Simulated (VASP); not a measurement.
Runs of VASP 6.6.1 on BN (Qingsongite). The structure is that of space group F-43m (No. 216), or close to it. The cells are those of the table. 

```tsv
level	potentials or basis	cell	k mesh	cutoff (eV)	smearing	second run	grid for exact exchange (PRECFOCK)	screening parameter	gap on the mesh (eV)	pressure (GPa)
r2SCAN	VASP PAW PBE potentials, release 64 (B, N)	a = 2.573, b = 2.573, c = 2.623 Å, angles 59.4, 59.4, 61.3°, 2 atoms	12 × 12 × 12	520	gaussian 0.01 eV	-	-	-	4.26	(b)
r2SCAN	VASP PAW PBE potentials, release 64 (B_h, N_h)	a = 2.573, b = 2.573, c = 2.623 Å, angles 59.4, 59.4, 61.3°, 2 atoms	12 × 12 × 12	910	gaussian 0.01 eV	hard_potentials	-	-	4.27	-16.0
PBE	VASP PAW PBE potentials, release 64 (B, N)	a = 2.573, b = 2.573, c = 2.623 Å, angles 59.4, 59.4, 61.3°, 2 atoms	12 × 12 × 12	520	fermi-dirac 0.02 eV	-	-	-	3.76	(a)
HSE06	VASP PAW PBE potentials, release 64 (B, N)	a = 2.409 Å, angles 60.0°, 2 atoms	8 × 8 × 8	520	gaussian 0.01 eV	-	Normal	0.2079 1/Å	5.99	88.4
r2SCAN	VASP PAW PBE potentials, release 64 (B, N)	a = 2.409 Å, angles 60.0°, 2 atoms	12 × 12 × 12	520	gaussian 0.01 eV	-	-	-	5.17	94.4
```

Alike in all rows: task single point; no spin polarisation.

**Question.** Estimate the missing entries.

**Answer.** (a) -10.5; (b) -14.5.

Caveats: the PAW data sets were made with another functional, which shifts forces and pressure a little (some runs); the cutoff is under 1.25 times the usual one of these potentials, so pressure, stress and relaxed cells hold a basis-set (Pulay) error (some runs).

A k mesh can miss the band edges.
